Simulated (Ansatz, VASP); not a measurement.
Cu in VASP and in Ansatz

INCAR

```
PREC     = Accurate       # precision mode
ENCUT    = 520            # plane-wave cutoff, eV
EDIFF    = 1E-6           # SCF threshold, eV
ISMEAR   = 0              # smearing method
SIGMA    = 0.15           # smearing width, eV
LREAL    = F              # projectors in reciprocal space
LASPH    = T              # aspherical terms in the spheres
NELM     = 100            # most SCF steps
ALGO     = Normal         # electronic algorithm
ISIF     = 2              # what is computed and relaxed
LWAVE    = F              # write WAVECAR
LCHARG   = F              # write CHGCAR
GGA      = PS             # functional
NBANDS   = 12             # bands
```

The input KPOINTS:

```
Automatic mesh
0
Gamma
  22 22 22
```

The input POSCAR:

```
Cu
1.0
    0.0000000000      1.8075000000      1.8075000000
    1.7352000000      0.0000000000      1.8075000000
    1.7352000000      1.8075000000      0.0000000000
Cu
1
Direct
    0.0000000000      0.0000000000      0.0000000000
```

Input for Ansatz:

```yaml
crystal:
  lattice:
    - [0.0, 1.8075, 1.8075]
    - [1.7352, 0.0, 1.8075]
    - [1.7352, 1.8075, 0.0]
  atoms:
    - { symbol: Cu, position: [0.0, 0.0, 0.0] }
basis:
  ecutwfc: 420
kpoints:
  mp_grid: { grid: [22, 22, 22] }
hamiltonian:
  xc: pbesol
scf:
  occupations: { method: gaussian, width: 0.15 }
output:
  forces: true
  stress: true
  eigenvalues: true
  write_density: true
  write_potential: true
  elf: true
  volumetric_format: npy
```

Change from the starting cell: strain -0.0400 x Voigt [1, 0, 0, 0, 0, 0], atoms carried along.

Alike in both runs: task single point; functional PBEsol; k mesh 22 × 22 × 22; occupations gaussian, width 0.15 eV; no spin polarisation.

|  | VASP | Ansatz |
| --- | --- | --- |
| version | VASP 6.6.1 | Ansatz 0.2.0 |
| potentials or method | VASP PAW PBE potentials, release 64 (Cu), cutoff 520 eV | scalar-relativistic, plane waves, PAW |
| valence electrons in the cell | 11 | 19 |

|  | VASP | Ansatz | Ansatz less VASP |
| --- | --- | --- | --- |
| gap on the k mesh at the Fermi level (eV) | none | none | - |
| pressure (GPa) | 0.4 | -0.3 | -0.70 |
| traceless stress, the component that is largest in VASP (GPa) | 1.52 | 1.53 | +0.004 |

VASP's potentials were made for PBE, not for PBEsol. A gap of «none» marks a metal or a gap that the smearing closes. The functional is the same, so the differences come from potentials, cutoffs and numerics. VASP's potentials hold 11 valence electrons a cell and Ansatz's 19, so a difference there can come from the potentials and not from the codes.
